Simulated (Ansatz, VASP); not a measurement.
**Two plane-wave programs on Mg2CdS3**

```
Mg Cd S
1.0
     3.93060    0.00000    0.00000
    -1.96530    3.40400    0.00000
     0.00000    0.00000    9.62796
Mg Cd S
2 1 3
Direct
  0.33333 0.66667 0.66667
  0.66667 0.33333 0.33333
  0.00000 0.00000 0.00000
  0.00000 0.00000 0.50000
  0.33333 0.66667 0.16667
  0.66667 0.33333 0.83333
```

Alike in both runs: task relaxation of cell and atoms; functional PBE; k mesh 6 × 6 × 2; occupations gaussian, width 0.1 eV; no spin polarisation.

```csv
,VASP,Ansatz
version,VASP 6.6.1,Ansatz 0.2.0
potentials or method,"VASP PAW PBE potentials, release 64 (Mg, Cd, S), cutoff 600 eV","scalar-relativistic, plane waves, PAW"
valence electrons in the cell,34,58
```

Ansatz gave:

```
gap on the k mesh at the Fermi level, each at its own relaxed structure (eV) : 1.69
relaxed volume (Å³/atom)                                                     : 18.92
relaxed cell length with the largest relative difference (Å)                 : 3.769
```

Task: Estimate VASP's values.

Result: gap on the k mesh at the Fermi level, each at its own relaxed structure (eV): 1.68; relaxed volume (Å³/atom): 18.83; relaxed cell length with the largest relative difference (Å): 3.761.

VASP's potentials hold 34 valence electrons a cell and Ansatz's 58, so a difference there can come from the potentials and not from the codes.
